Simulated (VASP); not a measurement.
## ZrSi2: relaxation of shape and atoms at fixed volume with PBE+D4

Crystal: ZrSi2.

```
Zr Si
1.0
     1.83303   -7.23272    0.00000
     1.83303    7.23272    0.00000
     0.00000    0.00000    3.62816
Zr Si
2 4
Direct
  0.60451 0.39549 0.25000
  0.39549 0.60451 0.75000
  0.94595 0.05405 0.25000
  0.05405 0.94595 0.75000
  0.25002 0.74998 0.25000
  0.74998 0.25002 0.75000
```

```yaml
Program: VASP 6.6.1
Task: relaxation of shape and atoms at fixed volume
Functional: PBE
Dispersion: D4
Potentials_or_basis: VASP PAW PBE potentials, release 64 (Zr_sv, Si)
Cutoff: 600 eV
k_mesh: 6 × 6 × 6
Occupations: gaussian, width 0.05 eV
Spin: no spin polarisation
Dipole_correction: no
Further_INCAR_settings: ALGO = Normal; EDIFF = 1e-06; IBRION = 2; EDIFFG = -0.01; NSW = 60; ISIF = 4
```

| Item | Value |
| --- | --- |
| Energy gained by relaxing | 0.1 meV/atom |
| Ionic steps | 5 |
| Pressure after relaxing | 2.8 GPa |
| Largest force after relaxing | 0.007 eV/Å |
| Band gap on the k mesh | zero (bands 20 and 21 overlap by 0.92 eV) |
| Dispersion energy per atom | -0.372 eV |

Forces on the atoms (eV/Å):
```
Zr   0.000 -0.001  0.000
Zr   0.000  0.001  0.000
Si   0.000  0.007  0.000
Si   0.000 -0.007  0.000
Si   0.000  0.000  0.000
Si   0.000  0.000  0.000
```

Step by step:
```tsv
step	energy change (eV)	largest force (eV/Å)	pressure (GPa)	volume (Å³)
1	0.0000	0.0471	2.92	96.20
2	-0.0005	0.0278	2.84	96.20
3	-0.0006	0.0177	2.81	96.20
4	-0.0006	0.0190	2.81	96.20
5	-0.0007	0.0071	2.80	96.20
```

Final structure:
```xyz
6
Lattice="1.8337 -7.2175 0.0000 1.8337 7.2175 0.0000 0.0000 0.0000 3.6345" Properties=species:S:1:pos:R:3 pbc="T T T"
Zr    1.8337   -1.5052    0.9086
Zr    1.8337    1.5052    2.7259
Si    1.8337   -6.4326    0.9086
Si    1.8337    6.4326    2.7259
Si    1.8337    3.6088    0.9086
Si    1.8337   -3.6088    2.7259
```

Levels at points of the mesh, in eV from the Fermi level:
| k point | band 18 | band 19 | band 20 | band 21 | band 22 | band 23 |
| --- | --- | --- | --- | --- | --- | --- |
| (0.00, 0.00, 0.00) | -2.49 | -2.43 | -0.03 | 0.97 | 1.32 | 1.43 |
| (0.50, 0.00, 0.00) | -1.69 | -0.97 | -0.59 | -0.55 | 0.91 | 0.95 |
| (0.50, 0.50, 0.00) | -2.03 | -1.54 | 0.37 | 0.87 | 1.08 | 1.36 |
| (0.00, 0.00, 0.50) | -2.09 | -0.17 | -0.17 | 0.18 | 0.18 | 1.51 |
| (0.50, 0.00, 0.50) | -3.32 | -2.33 | -2.33 | 2.20 | 2.20 | 3.09 |
| (0.50, 0.50, 0.50) | -2.45 | -1.06 | -1.06 | 0.04 | 0.04 | 2.27 |

It took 4.5 min on 1 thread of Intel(R) Xeon(R) 6975P-C (Granite Rapids), on a shared host, peak memory 0.4 GiB.
